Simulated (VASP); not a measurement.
# TaBe2P3 (P-3m1) in VASP: a series of runs, part 2 of 2

VASP 6.6.1.

### 4 Relaxation of cell and atoms, PBE

File INCAR:

```
SYSTEM = TaBe2P3
PREC = Accurate
ENCUT = 600
EDIFF = 1E-6
ISMEAR = 0
SIGMA = 0.1
LREAL = .FALSE.
LASPH = .TRUE.
NELM = 60
ALGO = Normal
ISIF = 3
LWAVE = .FALSE.
LCHARG = .FALSE.
GGA = PE
IBRION = 2
NSW = 90
EDIFFG = -0.04
```

File KPOINTS:

```
regular mesh
0
G
  6 6 2
  0 0 0
```

File POSCAR:

```
TaBe2P3
1.0
    3.2786925700      0.0000000000      0.0000000000
   -1.6393462800      2.8394310500      0.0000000000
    0.0000000000      0.0000000000      8.0364542000
Ta Be P
1 2 3
Direct
    0.0000000000      0.0000000000      0.5000000000
    0.3333333300      0.6666666700      0.8619710200
    0.6666666700      0.3333333300      0.1380289800
    0.6666666700      0.3333333300      0.7239420400
    0.0000000000      0.0000000000      0.0000000000
    0.3333333300      0.6666666700      0.2760579600
```

Command:

```bash
$ cat potpaw_PBE.64/Ta_pv/POTCAR potpaw_PBE.64/Be/POTCAR potpaw_PBE.64/P/POTCAR > POTCAR
$ mpirun -np 1 vasp_std > vasp.out
```

It took 2.2 min on 1 thread of AMD EPYC 9R45 (Zen 5), shared host; peak memory 0.2 GiB.

The run converged. Its results:

```yaml
Free_energy: -36.0588 eV
Relaxed_volume: 13.88 Å³/atom
Relaxed_cell: a = 3.296 Å, b = 3.296 Å, c = 8.853 Å, α = 90.00°, β = 90.00°, γ = 120.00°
Space_group_after_relaxing_to_0.1_Å: P-3m1 (No. 164)
Energy_gained_by_relaxing: 170.6 meV/atom
Ionic_steps: 13
Pressure_after_relaxing: -0.2 GPa
Largest_force_after_relaxing: 0.040 eV/Å
Band_gap_on_the_k_mesh: zero (bands 15 and 16 overlap by 1.84 eV)
```

Forces in eV/Å, atoms in the order of the input:
```
Ta   0.000  0.000  0.000
Be   0.000  0.000  0.001
Be   0.000  0.000 -0.001
P    0.000  0.000 -0.040
P    0.000  0.000  0.000
P    0.000  0.000  0.040
```

Step by step:
| step | energy change (eV) | largest force (eV/Å) | pressure (GPa) | volume (Å³) |
| --- | --- | --- | --- | --- |
| 1 | 0.0000 | 2.2941 | 10.94 | 74.82 |
| 2 | -0.6537 | 1.7108 | -4.94 | 84.40 |
| 3 | -0.6611 | 1.6606 | -6.19 | 85.45 |
| 4 | -1.0048 | 0.1994 | -0.48 | 83.36 |
| 5 | -1.0111 | 0.0660 | 0.62 | 83.06 |
| 6 | -1.0110 | 0.0866 | 0.80 | 83.01 |
| 7 | -1.0186 | 0.0938 | -0.31 | 83.72 |
| 8 | -1.0193 | 0.0892 | -0.79 | 84.03 |
| 9 | -1.0222 | 0.0901 | -0.11 | 83.49 |
| 10 | -1.0224 | 0.0940 | -0.25 | 83.60 |
| 11 | -1.0235 | 0.0708 | 0.02 | 83.34 |
| 12 | -1.0238 | 0.0521 | 0.23 | 83.13 |
| 13 | -1.0239 | 0.0399 | -0.23 | 83.29 |

Final structure:
```
Ta Be P
1.0
     3.29604    0.00000    0.00000
    -1.64802    2.85446    0.00000
     0.00000    0.00000    8.85323
Ta Be P
1 2 3
Cartesian
  0.0000 0.0000 4.4266
  0.0000 1.9030 7.6044
  1.6480 0.9515 1.2488
  1.6480 0.9515 6.1215
  0.0000 0.0000 8.8532
  0.0000 1.9030 2.7317
```

Levels at points of the mesh, in eV from the Fermi level:
```csv
k point,band 12,band 13,band 14,band 15,band 16,band 17,band 18,band 19
"(0.00, 0.00, 0.00)",0.28,0.85,0.85,0.98,0.98,1.44,1.44,3.04
"(0.50, 0.00, 0.00)",-2.38,-1.96,-1.67,-1.05,0.45,1.19,2.58,2.77
"(0.00, 0.00, 0.50)",0.71,0.71,1.16,1.16,1.17,1.32,1.32,3.86
"(0.50, 0.00, 0.50)",-2.64,-1.54,-1.07,-1.01,-0.68,2.18,2.20,3.49
```

Caveat: the k points lie up to 0.37 Å⁻¹ apart in the final cell, too coarse for converged energies and pressures of a metal; spin-orbit coupling is left out, which moves the levels of the heavy elements.

### 5 Single point, PBE

This run uses another cell than the first one, of 13.93 Å³/atom.

File INCAR:

```
PREC     = Accurate       # precision mode
ENCUT    = 520            # plane-wave cutoff, eV
EDIFF    = 1E-7           # SCF threshold, eV
ISMEAR   = 0              # smearing method
SIGMA    = 0.1            # smearing width, eV
LREAL    = False          # projectors in reciprocal space
LASPH    = True           # aspherical terms in the spheres
NELM     = 80             # most SCF steps
ALGO     = Normal         # electronic algorithm
ISIF     = 2              # what is computed and relaxed
LWAVE    = False          # write WAVECAR
LCHARG   = False          # write CHGCAR
GGA      = PE             # functional
NBANDS   = 24             # bands
```

File KPOINTS:

```
Automatic mesh
0
Gamma
  12 12 4
```

File POSCAR:

```
TaBe2P3
1.0
    3.2920623161      0.0000000000      0.0000000000
   -1.6460311580      2.8510095966      0.0000000000
    0.0000000000      0.0000000000      8.9064843679
Ta Be P
1 2 3
Direct
    0.0000000000      0.0000000000      0.5000000000
    0.3333333333      0.6666666667      0.8620036435
    0.6666666667      0.3333333333      0.1379963565
    0.6666666667      0.3333333333      0.6896569206
    0.0000000000      0.0000000000      0.0000000000
    0.3333333333      0.6666666667      0.3103430794
```

Potentials or basis: VASP PAW PBE potentials, release 64 (Ta_pv, Be, P).

Command:

```bash
$ cat potpaw_PBE.64/Ta_pv/POTCAR potpaw_PBE.64/Be/POTCAR potpaw_PBE.64/P/POTCAR > POTCAR
$ mpirun -np 1 vasp_std > vasp.out
```

OUTCAR:

```text
PREC = Accurate
   ENCUT = 520
   EDIFF = 1E-7
   ISMEAR = 0
   LREAL = False
   LASPH = True
   NELM = 80
   ISIF = 2
   GGA = PE

 ion  position               nearest neighbor table
   1  0.000  0.000  0.500-   4 2.54   6 2.54   6 2.54   4 2.54   4 2.54   6 2.54
   2  0.333  0.667  0.862-   5 2.26   5 2.26   5 2.26   4 2.44   4 2.44   4 2.44
   3  0.667  0.333  0.138-   5 2.26   5 2.26   5 2.26   6 2.44   6 2.44   6 2.44
   4  0.667  0.333  0.690-   2 2.44   2 2.44   2 2.44   1 2.54   1 2.54   1 2.54
   5  0.000  0.000  0.000-   2 2.26   3 2.26   2 2.26   3 2.26   3 2.26   2 2.26
[... 856 lines left out ...]
  -------------------------------------------------------------------------------------
  Total        0.0202683      0.0202683      0.0357965      0.0000000      0.0000000     -0.0000000
  in kB        0.3884679      0.3884679      0.6860849      0.0000000      0.0000000     -0.0000000
  external PRESSURE =       0.4876736 kB  Pullay stress =       0.0000000 kB

 VOLUME and BASIS-vectors are now :
 -----------------------------------------------------------------------------
  energy-cutoff  :      520.00
  volume of cell :       83.59
      direct lattice vectors                 reciprocal lattice vectors
     3.292062316  0.000000000  0.000000000     0.303760957  0.175376470  0.000000000
    -1.646031158  2.851009597  0.000000000     0.000000000  0.350752941  0.000000000
     0.000000000  0.000000000  8.906484368     0.000000000  0.000000000  0.112277747

 POSITION                                       TOTAL-FORCE (eV/Angst)
 -----------------------------------------------------------------------------------
      0.00000      0.00000      4.45324         0.000000      0.000000     -0.000000
     -0.00000      1.90067      7.67742         0.000000     -0.000000     -0.004952
      1.64603      0.95034      1.22906        -0.000000      0.000000      0.004952
      1.64603      0.95034      6.14242        -0.000000      0.000000      0.011030
      0.00000      0.00000      0.00000         0.000000      0.000000     -0.000000
     -0.00000      1.90067      2.76407         0.000000     -0.000000     -0.011030
 -----------------------------------------------------------------------------------
    total drift:                               -0.000000     -0.000000      0.000000

  FREE ENERGIE OF THE ION-ELECTRON SYSTEM (eV)
  ---------------------------------------------------
  free  energy   TOTEN  =       -36.0432793956 eV

  energy  without entropy=      -36.0335670402  energy(sigma->0) =      -36.03842322
```

stdout:

```text
POSCAR found type information on POSCAR TaBeP
 POSCAR found :  3 types and       6 ions
 scaLAPACK will be used
 LDA part: xc-table for (Slater+PW92), standard interpolation
 POSCAR, INCAR and KPOINTS ok, starting setup
 FFT: planning ... GRIDC
 FFT: planning ... GRID_SOFT
 FFT: planning ... GRID
 WAVECAR not read
 entering main loop
```

Wall time 80 s (1 thread of AMD EPYC 9R45 (Zen 5), shared host); peak memory 0.25 GiB.

Results:

| Property | Result |
| --- | --- |
| Free energy | -36.0433 eV |
| Pressure | 0.0 GPa |
| Largest force | 0.011 eV/Å |
| Band gap on the k mesh | zero (bands 15 and 16 overlap by 1.73 eV) |

Forces on the atoms (eV/Å):
```
Ta   0.000  0.000  0.000
Be   0.000  0.000 -0.005
Be   0.000  0.000  0.005
P    0.000  0.000  0.011
P    0.000  0.000  0.000
P    0.000  0.000 -0.011
```

Caveat: spin-orbit coupling is left out, which moves the levels of the heavy elements.

### 6 Relaxation of cell and atoms, PBE

This run uses another cell than the first one, of 13.85 Å³/atom.

File INCAR:

```
PREC = Accurate
ENCUT = 600
EDIFF = 1E-7
ISMEAR = 0
SIGMA = 0.1
LREAL = F
LASPH = T
NELM = 60
ALGO = Normal
ISIF = 3
LWAVE = F
LCHARG = F
GGA = PE
IBRION = 2
NSW = 100
EDIFFG = -0.01
```

File KPOINTS:

```
regular mesh
0
Gamma
  12 12 4
```

File POSCAR:

```
TaBe2P3
1.0
    3.2936638623      0.0000000000      0.0000000000
   -1.6468319311      2.8523965763      0.0000000000
    0.0000000000      0.0000000000      8.8432009924
Ta Be P
1 2 3
Direct
    0.0000000000      0.0000000000      0.5000000000
    0.3333333333      0.6666666667      0.8587884464
    0.6666666667      0.3333333333      0.1412115536
    0.6666666667      0.3333333333      0.6911572525
    0.0000000000      0.0000000000      0.0000000000
    0.3333333333      0.6666666667      0.3088427475
```

Potentials or basis: VASP PAW PBE potentials, release 64 (Ta_pv, Be, P).

Command:

```bash
$ cat potpaw_PBE.64/Ta_pv/POTCAR potpaw_PBE.64/Be/POTCAR potpaw_PBE.64/P/POTCAR > POTCAR
$ mpirun -np 1 vasp_std > vasp.out
```

Run time: 9.4 min. Hardware: 1 thread of AMD EPYC 9R45 (Zen 5), shared host; peak memory 0.31 GiB.

The run converged. Its results:

```yaml
Free_energy: -36.0439 eV
Relaxed_volume: 13.93 Å³/atom
Relaxed_cell: a = 3.292 Å, b = 3.292 Å, c = 8.906 Å, α = 90.00°, β = 90.00°, γ = 120.00°
Space_group_after_relaxing_to_0.1_Å: P-3m1 (No. 164)
Energy_gained_by_relaxing: 0.6 meV/atom
Ionic_steps: 13
Pressure_after_relaxing: 0.0 GPa
Largest_force_after_relaxing: 0.007 eV/Å
Band_gap_on_the_k_mesh: zero (bands 15 and 16 overlap by 1.74 eV)
```

Forces on the atoms (eV/Å):
```
Ta   0.000  0.000  0.000
Be   0.000  0.000 -0.001
Be   0.000  0.000  0.001
P    0.000  0.000 -0.007
P    0.000  0.000  0.000
P    0.000  0.000  0.007
```

The path:
```csv
step,energy change (eV),largest force (eV/Å),pressure (GPa),volume (Å³)
1,0.0000,0.0626,0.33,83.08
2,-0.0015,0.0715,-0.16,83.42
3,-0.0017,0.0770,-0.45,83.62
4,-0.0026,0.0477,-0.23,83.56
5,-0.0029,0.0413,-0.02,83.50
6,-0.0029,0.0406,0.00,83.49
7,-0.0030,0.0364,0.02,83.48
8,-0.0033,0.0238,0.08,83.46
9,-0.0035,0.0034,0.21,83.41
10,-0.0036,0.0202,0.02,83.53
11,-0.0036,0.0196,0.03,83.53
12,-0.0036,0.0151,0.02,83.54
13,-0.0036,0.0074,0.01,83.57
```

Final structure:
```
CELL_PARAMETERS angstrom
3.29176 0.00000 0.00000
-1.64588 2.85075 0.00000
0.00000 0.00000 8.90557
ATOMIC_POSITIONS crystal
Ta 0.00000 0.00000 0.50000
Be 0.33333 0.66667 0.86175
Be 0.66667 0.33333 0.13825
P 0.66667 0.33333 0.68987
P 0.00000 0.00000 0.00000
P 0.33333 0.66667 0.31013
```

Levels at points of the mesh, in eV from the Fermi level:
```
           k point  band 11  band 12  band 13  band 14  band 15  band 16  band 17  band 18  band 19
(0.00, 0.00, 0.00)    -0.11     0.24     0.90     0.90     1.02     1.02     1.55     1.55     3.16
(0.50, 0.00, 0.00)    -2.41    -2.31    -1.89    -1.64    -1.08     0.47     1.24     2.70     2.79
(0.00, 0.00, 0.50)    -1.84     0.76     0.76     1.17     1.19     1.19     1.44     1.44     4.02
(0.50, 0.00, 0.50)    -2.91    -2.56    -1.58    -1.08    -0.99    -0.55     2.23     2.25     3.55
```

Caveat: spin-orbit coupling is left out, which moves the levels of the heavy elements.

### 7 Summary

| task | cell | k mesh | cutoff (eV) | gap on the mesh (eV) | pressure (GPa) | relaxed volume (Å³/atom) | largest force (eV/Å) |
| --- | --- | --- | --- | --- | --- | --- | --- |
| single point | a = 3.279, b = 3.279, c = 8.036 Å, angles 90.0, 90.0, 120.0°, 6 atoms, atomic positions A | 6 × 6 × 2 | 520 | none | 10.9 | - | 2.30 |
| single point | a = 3.294, b = 3.294, c = 8.843 Å, angles 90.0, 90.0, 120.0°, 6 atoms, atomic positions B | 6 × 6 × 2 | 520 | none | 0.2 | - | 0.02 |
| relaxation of cell and atoms | relaxed from a = 3.279, b = 3.279, c = 8.036 Å, angles 90.0, 90.0, 120.0°, 6 atoms, atomic positions A | 6 × 6 × 2 | 600 | none | -0.2 | 13.88 | 0.04 |
| single point | a = 3.292, b = 3.292, c = 8.906 Å, angles 90.0, 90.0, 120.0°, 6 atoms, atomic positions C | 12 × 12 × 4 | 520 | none | 0.0 | - | 0.01 |
| relaxation of cell and atoms | relaxed from a = 3.294, b = 3.294, c = 8.843 Å, angles 90.0, 90.0, 120.0°, 6 atoms, atomic positions B | 12 × 12 × 4 | 600 | none | 0.0 | 13.93 | 0.01 |

Alike in all rows: level PBE; potentials or basis VASP PAW PBE potentials, release 64 (Ta_pv, Be, P); no spin polarisation; smearing gaussian 0.1 eV.

Caveats: some runs use coarse meshes; spin-orbit coupling is left out, which moves the levels of the heavy elements; forces of over 1 eV/Å act on the atoms, so gaps and moduli don't describe the material at rest (at least some runs).

Total energies depend on the potentials used, so only differences within one code and one set of settings carry meaning.
